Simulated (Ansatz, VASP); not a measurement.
**Two plane-wave programs on Ge3N**

```
CELL_PARAMETERS angstrom
3.81833 0.00000 0.00000
0.00000 3.81833 0.00000
0.00000 0.00000 4.93117
ATOMIC_POSITIONS crystal
Ge 0.00000 0.50000 0.19521
Ge 0.50000 0.00000 0.80479
Ge 0.50000 0.50000 0.50000
N 0.00000 0.00000 0.00000
```

Alike in both runs: functional PBE; k mesh 6 × 6 × 4; occupations gaussian, width 0.1 eV; no spin polarisation.

Ansatz relaxed the structure, and its values are those at the end. VASP's run is a single point on that final structure, the one shown.

```csv
,VASP,Ansatz
version,VASP 6.6.1,Ansatz 0.2.0
potentials or method,"VASP PAW PBE potentials, release 64 (Ge_d, N), cutoff 520 eV","scalar-relativistic, plane waves, PAW"
valence electrons in the cell,47,47
```

```tsv
	VASP	Ansatz	Ansatz less VASP
gap on the k mesh at the Fermi level (eV)	none	none	-
pressure (GPa)	0.0	0.0	+0.05
rms of the force components (eV/Å)	0.005	0.011	+0.0062
```

A gap of «none» marks a metal or a gap that the smearing closes. The functional is the same, so the differences come from potentials, cutoffs and numerics.
